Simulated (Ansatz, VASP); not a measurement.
**Mg2PbN2 in VASP and in Ansatz**

The input INCAR:

```
PREC = Accurate
ENCUT = 520
EDIFF = 1E-6
ISMEAR = 0
SIGMA = 0.01
LREAL = False
LASPH = True
NELM = 80
ALGO = Normal
ISIF = 2
LWAVE = False
LCHARG = False
GGA = PE
NBANDS = 22
```

The input KPOINTS:

```
Automatic mesh
0
Gamma
  9 9 4
```

File POSCAR:

```
Mg2PbN2
1.0
    3.6268640000      0.0000000000      0.0000000000
   -1.8134320000      3.1409563601      0.0000000000
    0.0000000000      0.0000000000      6.5658920000
Mg Pb N
2 1 2
Direct
    0.6666666667      0.3333333333      0.1387760000
    0.3333333333      0.6666666667      0.8612240000
    0.0000000000      0.0000000000      0.5000000000
    0.6666666667      0.3333333333      0.7974550000
    0.3333333333      0.6666666667      0.2025450000
```

Input for Ansatz:

```yaml
crystal:
  lattice:
    a: 3.626864
    b: 3.626864
    c: 6.565892
    alpha: 90.0
    beta: 90.0
    gamma: 120.0
  space_group: 164
  atoms:
    - { symbol: Mg, position: [0.6666666666666666, 0.3333333333333333, 0.138776] }
    - { symbol: Pb, position: [0.0, 0.0, 0.5] }
    - { symbol: "N", position: [0.6666666666666666, 0.3333333333333333, 0.797455] }
basis:
  ecutwfc: 489.804952427784
kpoints:
  mp_grid:
    grid: [9, 9, 4]
hamiltonian:
  xc: pbe
scf:
  occupations:
    method: fixed
output:
  forces: true
  stress: true
```

Alike in both runs: task single point; functional PBE; k mesh 9 × 9 × 4; no spin polarisation.

|  | VASP | Ansatz |
| --- | --- | --- |
| version | VASP 6.6.1 | Ansatz 0.2.0 |
| potentials or method | VASP PAW PBE potentials, release 64 (Mg, Pb_d, N), cutoff 520 eV | plane waves, PAW |
| occupations | gaussian, width 0.01 eV | fixed |
| valence electrons in the cell | 28 | 44 |

|  | VASP | Ansatz | Ansatz less VASP |
| --- | --- | --- | --- |
| pressure (GPa) | -0.4 | -0.2 | +0.22 |
| rms of the force components (eV/Å) | 0.001 | 0.005 | +0.0037 |

Atom by atom the forces differ by 0.005 eV/Å (rms over components). VASP's potentials hold 28 valence electrons a cell and Ansatz's 44, so a difference there can come from the potentials and not from the codes.

Neither program's run includes spin-orbit coupling.
